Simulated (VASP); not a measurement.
# Ta3N4 (P-3m1) in VASP: single point with PBE+D3(BJ)

Aim: the single point of Ta3N4 with PBE+D3(BJ).

All numbers are computed with VASP 6.6.1; they aren't measurements. Logs are shortened: lines on timing, memory, paths and dates and some standing lists are left out, and cuts for length are marked.

### 1 The cell of the first run

The structure is trigonal, space group P-3m1 (No. 164). Conventional cell: a = 3.109 Å, b = 3.109 Å, c = 9.976 Å, α = 90.00°, β = 90.00°, γ = 120.00°. Ta (site symmetry -3m) has 6 N at 2.25 Å and 8 Ta at 2.81 to 3.11 Å within 3.2 Å. Ta (site symmetry 3m) has 6 N at 1.98 to 2.31 Å within 2.6 Å. Within 3.3 Å of N (site symmetry 3m) lie 6 Ta at 2.25 to 2.31 Å and 12 N at 2.92 to 3.25 Å. Within 2.6 Å of N (site symmetry 3m) lie 3 Ta at 1.98 Å.

### 2 Single point, PBE+D3(BJ), collinear spin

Input file INCAR:

```
PREC = Accurate ; ENCUT = 700
EDIFF = 1E-6 ; ISMEAR = 0
SIGMA = 0.1 ; LREAL = F
LASPH = T ; NELM = 200
ALGO = Normal ; ISIF = 2
LWAVE = F ; LCHARG = T
ISPIN = 2 ; MAGMOM = 1 1 1 0 0 0 0
LORBIT = 11 ; LMAXMIX = 4
GGA = PE ; IVDW = 12
LELF = T ; LVHAR = T
NBANDS = 42 ; GGA_COMPAT = F
```

Input file KPOINTS:

```
regular mesh
0
Gamma
  6 6 2
```

Input file POSCAR:

```
Ta3N4
1.0
    3.1092417368      0.0000000000      0.0000000000
   -1.5546208684      2.6926823306      0.0000000000
    0.0000000000      0.0000000000      9.9764123422
Ta N
3 4
Direct
    0.0000000000      0.0000000000      0.0000000000
    0.0000000000      0.0000000000      0.2819574443
    0.0000000000      0.0000000000      0.7180425557
    0.3333333333      0.6666666667      0.8639921577
    0.6666666667      0.3333333333      0.1360078423
    0.3333333333      0.6666666667      0.3664533820
    0.6666666667      0.3333333333      0.6335466180
```

Potentials or basis: VASP PAW PBE potentials, release 64 (Ta_sv_GW, N).

Command:

```bash
$ cat potpaw_PBE.64/Ta_sv_GW/POTCAR potpaw_PBE.64/N/POTCAR > POTCAR
$ mpirun -np 1 vasp_std > vasp.out
```

OUTCAR:

```text
PREC = Accurate
   ENCUT = 700
   EDIFF = 1E-6
   ISMEAR = 0
   LREAL = F
   LASPH = T
   NELM = 200
   ISIF = 2
   ISPIN = 2
   LORBIT = 11
   GGA = PE
   IVDW = 12
 IVDW          = 12

 ion  position               nearest neighbor table
   1  0.000  0.000  0.000-   4 2.25   5 2.25   5 2.25   4 2.25   5 2.25   4 2.25   2 2.81   3 2.81

   2  0.000  0.000  0.282-   6 1.98   6 1.98   6 1.98   5 2.31   5 2.31   5 2.31   1 2.81
   3  0.000  0.000  0.718-   7 1.98   7 1.98   7 1.98   4 2.31   4 2.31   4 2.31   1 2.81
   4  0.333  0.667  0.864-   1 2.25   1 2.25   1 2.25   3 2.31   3 2.31   3 2.31
   5  0.667  0.333  0.136-   1 2.25   1 2.25   1 2.25   2 2.31   2 2.31   2 2.31
   6  0.333  0.667  0.366-   2 1.98   2 1.98   2 1.98
   7  0.667  0.333  0.634-   3 1.98   3 1.98   3 1.98

  LATTYP: Found a hexagonal cell.
 ALAT       =     3.1092417368
 C/A-ratio  =     3.2086319388

  Lattice vectors:

 A1 = (   3.1092417368,   0.0000000000,   0.0000000000)
 A2 = (  -1.5546208684,   2.6926823306,   0.0000000000)
 A3 = (   0.0000000000,   0.0000000000,   9.9764123422)

Analysis of symmetry for initial positions (statically):
=====================================================================
 Subroutine PRICEL returns:
 Original cell was already a primitive cell.

 Routine SETGRP: Setting up the symmetry group for a
 hexagonal supercell.

 Subroutine GETGRP returns: Found 12 space group operations
 (whereof 12 operations were pure point group operations)
 out of a pool of 24 trial point group operations.

The static configuration has the point symmetry D_3d.

Analysis of symmetry for dynamics (positions and initial velocities):
=====================================================================
 Subroutine PRICEL returns:
 Original cell was already a primitive cell.

 Routine SETGRP: Setting up the symmetry group for a
 hexagonal supercell.

 Subroutine GETGRP returns: Found 12 space group operations
 (whereof 12 operations were pure point group operations)
 out of a pool of 24 trial point group operations.

The dynamic configuration has the point symmetry D_3d.

Analysis of structural, dynamic, and magnetic symmetry:
=====================================================================
 Subroutine PRICEL returns:
 Original cell was already a primitive cell.

[... 148 lines left out ...]

 Free energy of the ion-electron system (eV)
  ---------------------------------------------------
  ext. energy  EPLUGINS =         0.00000000
  ---------------------------------------------------
  free energy    TOTEN  =       -81.91529347 eV

  energy without entropy =      -81.90091814  energy(sigma->0) =      -81.90810581

 E-fermi :  10.2001     XC(G=0): -12.3485

 val. band max:       10.1615111237   @ k =   0.3333   0.3333   0.0000
 cond. band min:      10.2055734908   @ k =   0.1667   0.0000   0.5000
 fundamental gap:      0.0440623671
 Fermi energy:        10.2000538909

 spin component 1

 k-point     1 :       0.0000    0.0000    0.0000
  band No.  band energies     occupation
      1     -59.4240      1.00000
      2     -59.4231      1.00000
      3     -58.9011      1.00000
      4     -26.1601      1.00000
      5     -25.9839      1.00000
      6     -25.6955      1.00000
[... 605 lines left out ...]
     40      16.4932      0.00000
     41      16.4932      0.00000
 Fermi energy:        10.2000538909

 spin component 2

 k-point     1 :       0.0000    0.0000    0.0000
  band No.  band energies     occupation
      1     -59.4240      1.00000
      2     -59.4231      1.00000
      3     -58.9010      1.00000
      4     -26.1599      1.00000
      5     -25.9838      1.00000
      6     -25.6954      1.00000
[... 605 lines left out ...]
     40      16.4934      0.00000
     41      16.4934      0.00000
 [bands above 41 left out]

------------------------ aborting loop because EDIFF is reached ----------------------------------------

 Edisp (eV)   -2.50924

 E8    (eV) :    -1.1259

  FORCE on cell =-STRESS in cart. coord.  units (eV):
  Direction    XX          YY          ZZ          XY          YZ          ZX
  --------------------------------------------------------------------------------------
  -------------------------------------------------------------------------------------
  Total       0.11351     0.11351    -0.05492     0.00000    -0.00000    -0.00000
  in kB       2.17746     2.17746    -1.05350     0.00000    -0.00000    -0.00000
  external pressure =        1.10 kB  Pullay stress =        0.00 kB

 VOLUME and BASIS-vectors are now :
 -----------------------------------------------------------------------------
  energy-cutoff  :      700.00
  volume of cell :       83.52
      direct lattice vectors                 reciprocal lattice vectors
     3.109241737  0.000000000  0.000000000     0.321621824  0.185688447  0.000000000
    -1.554620868  2.692682331  0.000000000     0.000000000  0.371376894  0.000000000
     0.000000000  0.000000000  9.976412342     0.000000000  0.000000000  0.100236434

 POSITION                                       TOTAL-FORCE (eV/Angst)
 -----------------------------------------------------------------------------------
      0.00000      0.00000      0.00000        -0.000000      0.000000     -0.000000
      0.00000      0.00000      2.81292        -0.000000      0.000000     -0.031067
      0.00000      0.00000      7.16349        -0.000000     -0.000000      0.031067
     -0.00000      1.79512      8.61954         0.000000      0.000000      0.013360
      1.55462      0.89756      1.35687        -0.000000      0.000000     -0.013360
     -0.00000      1.79512      3.65589        -0.000000      0.000000      0.041204
      1.55462      0.89756      6.32052         0.000000     -0.000000     -0.041204
 -----------------------------------------------------------------------------------
    total drift:                               -0.000000      0.000000      0.000000

  FREE ENERGIE OF THE ION-ELECTRON SYSTEM (eV)
  ---------------------------------------------------
  free  energy   TOTEN  =       -84.4245318566 eV

  energy  without entropy=      -84.4101565297  energy(sigma->0) =      -84.41734419

 total charge

# of ion       s       p       d       f       tot
--------------------------------------------------
    1        2.999   6.044   2.380   0.096  11.518
    2        3.213   6.075   2.311   0.160  11.758
    3        3.213   6.075   2.311   0.160  11.758
    4        1.230   2.440   0.000   0.000   3.670
    5        1.230   2.440   0.000   0.000   3.670
    6        1.276   2.500   0.000   0.000   3.775
    7        1.276   2.500   0.000   0.000   3.775
--------------------------------------------------
tot         14.435  28.073   7.001   0.416  49.926

 magnetization (x)

# of ion       s       p       d       f       tot
--------------------------------------------------
    1       -0.000  -0.000   0.000   0.000   0.000
    2       -0.000  -0.000   0.000   0.000   0.000
    3       -0.000  -0.000   0.000   0.000   0.000
    4       -0.000  -0.000   0.000   0.000  -0.000
    5       -0.000  -0.000   0.000   0.000  -0.000
    6       -0.000  -0.000   0.000   0.000  -0.000
    7       -0.000  -0.000   0.000   0.000  -0.000
--------------------------------------------------
tot         -0.000  -0.000   0.000   0.000   0.000
```

stdout:

```text
POSCAR found type information on POSCAR TaN
 POSCAR found :  2 types and       7 ions
 scaLAPACK will be used
 LDA part: xc-table for (Slater+PW92), standard interpolation
 POSCAR, INCAR and KPOINTS ok, starting setup
 FFT: planning ... GRIDC
 FFT: planning ... GRID_SOFT
 FFT: planning ... GRID
 WAVECAR not read
 entering main loop
```

Wall time 2.9 min (1 thread of Intel Xeon Platinum 8488C (Sapphire Rapids), shared host); peak memory 0.38 GiB.

What came out:

- Free energy: -84.4245 eV
- Pressure: 0.1 GPa
- Largest force: 0.041 eV/Å
- Net moment: 0.00 μB per cell
- Valence electrons inside the program's atomic spheres: Ta 11.52, 11.76 (each value once); N 3.67, 3.77 (each value once)
- Dispersion energy per atom: -0.358 eV

Forces in eV/Å, atoms in the order of the input:
```
Ta   0.000  0.000  0.000
Ta   0.000  0.000 -0.031
Ta   0.000  0.000  0.031
N    0.000  0.000  0.013
N    0.000  0.000 -0.013
N    0.000  0.000  0.041
N    0.000  0.000 -0.041
```

Stress tensor (GPa, compression positive):
```
 0.22  0.00  0.00
 0.00  0.22  0.00
 0.00  0.00 -0.11
```

Caveat: the k points lie up to 0.39 Å⁻¹ apart; spin-orbit coupling is left out, which moves the levels of the heavy elements.
